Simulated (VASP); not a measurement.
Runs of VASP 6.6.1 on MgS. The structure is that of space group Fm-3m (No. 225), or close to it. The cells are those of the table. 

```tsv
task	cell	cutoff (eV)	gap on the mesh (eV)	pressure (GPa)
relaxation of cell and atoms	relaxed to 4 GPa from a = 3.626 Å, angles 60.0, 60.0, 90.0°, 2 atoms	600	(a)	4.0
single point	a = 3.574 Å, angles 60.0, 60.0, 90.0°, 2 atoms	520	(b)	3.4
single point	a = 3.626 Å, angles 60.0, 60.0, 90.0°, 2 atoms	600	2.65	-0.5
relaxation of cell and atoms	relaxed to 7 GPa from a = 3.626 Å, angles 60.0, 60.0, 90.0°, 2 atoms	600	2.81	7.0
```

Alike in all rows: level LDA; potentials or basis VASP PAW LDA potentials, release 64 (Mg, S); no spin polarisation; k mesh 8 × 8 × 8; smearing gaussian 0.01 eV.

**Question.** Estimate the missing entries.

**Answer.** (a) 2.75; (b) 2.74.

Caveats: the cell is relaxed towards a set pressure, so the enthalpy falls and the energy may rise (some runs).

A k mesh can miss the band edges.
